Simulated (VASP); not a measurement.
## C: relaxation of cell and atoms with PBE+D3(BJ)

The system is C, a slab with vacuum.

```xyz
2
Lattice="2.4562 0.0000 0.0000 -1.2281 2.1271 0.0000 0.0000 0.0000 8.5238" Properties=species:S:1:pos:R:3 pbc="T T T"
C     1.2281    0.7090    0.0000
C     0.0000    1.4181    0.0000
```

| Quantity | Value |
| --- | --- |
| Program | VASP 6.6.1 |
| Task | relaxation of cell and atoms |
| Functional | PBE |
| Dispersion | D3(BJ) |
| Potentials or basis | VASP PAW PBE potentials, release 64 (C) |
| Cutoff | 600 eV |
| k mesh | 12 × 12 × 3 |
| Occupations | fermi-dirac, width 0.05 eV |
| Spin | no spin polarisation |
| Dipole correction | no |
| Further INCAR settings | ALGO = Normal; EDIFF = 1e-07; IBRION = 2; EDIFFG = -0.01; NSW = 60; ISIF = 3 |

```yaml
Relaxed_volume: 9.43 Å³/atom
Relaxed_cell: a = 2.465 Å, b = 2.465 Å, c = 3.585 Å, α = 90.00°, β = 90.00°, γ = 120.00°
Space_group_after_relaxing_to_0.05_Å: P6/mmm (No. 191)
Energy_gained_by_relaxing: 51.9 meV/atom
Ionic_steps: 24
Band_gap_on_the_k_mesh: zero (band 4 reaches 4.60 eV, above the bottom of band 5 at 3.91 eV)
Dispersion_energy_per_atom: -0.144 eV
```

The path:
```
step  energy change (eV)  largest force (eV/Å)  pressure (GPa)  volume (Å³)
   1              0.0000                0.0000            1.33        44.53
   2              0.0109                0.0000           -3.20        45.73
   3             -0.0024                0.0000           -0.08        44.89
   4             -0.0024                0.0000           -0.05        44.88
   5             -0.0024                0.0000           -0.05        44.83
   6             -0.0026                0.0000           -0.05        44.69
   7             -0.0029                0.0000           -0.06        44.41
   8             -0.0036                0.0000           -0.06        43.84
   9             -0.0052                0.0000           -0.08        42.70
  10             -0.0086                0.0000           -0.10        40.43
  11             -0.0160                0.0000           -0.11        35.88
  12             -0.0428                0.0000           -0.28        26.80
  13              5.2055                0.0000          213.57         8.63
  14             -0.0448                0.0000           -0.29        26.44
  15             -0.0898                0.0000            0.65        17.53
  16             -0.0600                0.0000           -0.42        24.18
  17             -0.0912                0.0000           -0.58        20.85
  18             -0.1034                0.0000           -0.38        19.19
  19             -0.1037                0.0000           -0.20        18.68
  20              0.1709                0.0000           40.15        17.70
  21             -0.1037                0.0000            0.16        18.67
  22             -0.1037                0.0000            0.20        18.67
  23             -0.1032                0.0000           -0.46        19.25
  24             -0.1039                0.0000           -0.04        18.86
```

Final structure:
```
C
1.0
     2.46504    0.00000    0.00000
    -1.23252    2.13479    0.00000
     0.00000    0.00000    3.58481
C
2
Direct
  0.66667 0.33333 0.00000
  0.33333 0.66667 0.00000
```

Levels at points of the mesh, in eV from the Fermi level:
```tsv
k point	band 2	band 3	band 4	band 5	band 6	band 7
(0.00, 0.00, 0.00)	-6.71	-2.86	-2.86	3.98	8.47	8.47
(0.50, 0.00, 0.00)	-13.11	-6.25	-1.69	2.52	7.44	11.09
```

Wall time 2 min on 1 thread of Intel(R) Xeon(R) 6975P-C (Granite Rapids), on a shared host, peak memory 0.17 GiB.

Caveat: the volume moved by over 15 % at a fixed basis, so the end points are rough.
